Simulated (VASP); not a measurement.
Here is a VASP 6.6.1 calculation.

File INCAR:

```
PREC = Accurate ; ENCUT = 520
EDIFF = 1E-6 ; ISMEAR = 0
SIGMA = 0.01 ; LREAL = False
LASPH = True ; NELM = 100
ALGO = Normal ; ISIF = 2
LWAVE = False ; LCHARG = True
GGA = CA ; LELF = True
LVHAR = True ; NBANDS = 27
```

File KPOINTS:

```
regular mesh
0
Gamma
  6 6 6
```

POSCAR

```
InSe
1.0
    2.0000000000      1.1547005400      8.4400000000
   -2.0000000000      1.1547005400      8.4400000000
    0.0000000000     -2.3094010800      8.4400000000
In Se
2 2
Direct
    0.0000000000      0.0000000000      0.0000000000
    0.1114000000      0.1114000000      0.1114000000
    0.6165000000      0.6165000000      0.6165000000
    0.8281000000      0.8281000000      0.8281000000
```

Potentials or basis: VASP PAW LDA potentials, release 64 (In_d, Se).

Run with:

```bash
$ cat potpaw_LDA.64/In_d/POTCAR potpaw_LDA.64/Se/POTCAR > POTCAR
$ mpirun -np 1 vasp_std > vasp.out
```

**Question.** Predict the largest force.

**Answer.** 0.251 eV/Å.

**Question.** Predict the band gap on the k mesh.

**Answer.** 0.23 eV, direct.

**Question.** Estimate the pressure.

**Answer.** -1.3 GPa.

Stress tensor (GPa, compression positive):
```
-0.92  0.00  0.00
 0.00 -0.92  0.00
 0.00  0.00 -2.18
```

Caveat: spin-orbit coupling is left out, which moves the levels of the heavy elements.

**Measured values to compare with.**

From “The Interaction of Hydrogen with the van der Waals Crystal γ-InSe”, 2020, pmc:7321205, for a bulk crystal of InSe at 300 K: band gap 1.25 eV.

A measured gap of InSe is 1.25 eV (300 K; “The Interaction of Hydrogen with the van der Waals Crystal γ-InSe”, 2020, pmc:7321205); the calculated 0.23 eV misses it by -1.02 eV. So large a miss can be the level of theory's own, or it may mean another phase, state or a wrong row. Spin-orbit coupling on In, Se is left out. The value is that of LDA on a finite k mesh, which can miss the band edges, without temperature or zero-point motion. Semilocal functionals fall short of measured gaps as a rule.
